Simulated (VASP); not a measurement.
Runs of VASP 6.6.1 on Ag. The structure is that of space group Fm-3m (No. 225), or close to it. The cells are those of the table. 

| cell | gap on the mesh (eV) | pressure (GPa) |
| --- | --- | --- |
| a = 2.803 Å, angles 60.0°, 1 atom | none | 18.4 |
| a = 2.890, b = 2.890, c = 2.933 Å, angles 59.5, 59.5, 61.0°, 1 atom | none | (b) |
| a = 2.911, b = 2.911, c = 2.933 Å, angles 59.8, 59.8, 60.5°, 1 atom | none | 1.6 |
| a = 2.954, b = 2.954, c = 2.933 Å, angles 60.2, 60.2, 59.5°, 1 atom | none | -1.1 |
| a = 2.912, b = 2.912, c = 2.846 Å, angles 60.7, 60.7, 58.5°, 1 atom | none | (a) |
| a = 2.933, b = 2.933, c = 2.889 Å, angles 60.5, 60.5, 59.0°, 1 atom | none | 1.6 |
| a = 2.933, b = 2.933, c = 2.976 Å, angles 59.5, 59.5, 61.0°, 1 atom | none | -1.1 |
| a = 2.824, b = 2.824, c = 2.846 Å, angles 59.7, 59.7, 60.5°, 1 atom | none | (c) |
| a = 2.890, b = 2.890, c = 2.846 Å, angles 60.5, 60.5, 59.0°, 1 atom | none | 6.7 |
| a = 2.976 Å, angles 60.0°, 1 atom | none | -3.4 |
| a = 2.824, b = 2.824, c = 2.803 Å, angles 60.3, 60.3, 59.5°, 1 atom | none | 15.7 |
| a = 2.933 Å, angles 60.0°, 1 atom | none | 0.1 |

Alike in all rows: task single point; level PBE; potentials or basis VASP PAW PBE potentials, release 64 (Ag); no spin polarisation; k mesh 10 × 10 × 10; cutoff (eV) 520; smearing gaussian 0.15 eV.

Q: Estimate the missing entries.

A: (a) 5.0; (b) 3.2; (c) 13.2.

A k mesh can miss the band edges, and the runs leave out spin-orbit coupling on Ag.

A gap of «none» marks levels without a gap at the run's occupations.
